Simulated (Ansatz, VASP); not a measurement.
One calculation of Ga2B3, two programs

```
Ga B
1.0
     1.52821    0.88231    6.55015
    -1.52821    0.88231    6.55015
     0.00000   -1.76462    6.55015
Ga B
2 3
Direct
  0.40806 0.40806 0.40806
  0.59194 0.59194 0.59194
  0.00000 0.00000 0.00000
  0.16889 0.16889 0.16889
  0.83111 0.83111 0.83111
```

Alike in both runs: functional PBE; k mesh 12 × 12 × 12; occupations gaussian, width 0.1 eV; no spin polarisation.

Ansatz relaxed the structure, and its values are those at the end. VASP's run is a single point on that final structure, the one shown.

|  | VASP | Ansatz |
| --- | --- | --- |
| version | VASP 6.6.1 | Ansatz 0.2.0 |
| potentials or method | VASP PAW PBE potentials, release 64 (Ga_d, B), cutoff 520 eV | scalar-relativistic, plane waves, PAW |
| valence electrons in the cell | 35 | 35 |

|  | VASP | Ansatz | Ansatz less VASP |
| --- | --- | --- | --- |
| gap on the k mesh at the Fermi level (eV) | none | none | - |
| pressure (GPa) | 0.2 | 0.0 | -0.16 |

A gap of «none» marks a metal or a gap that the smearing closes.
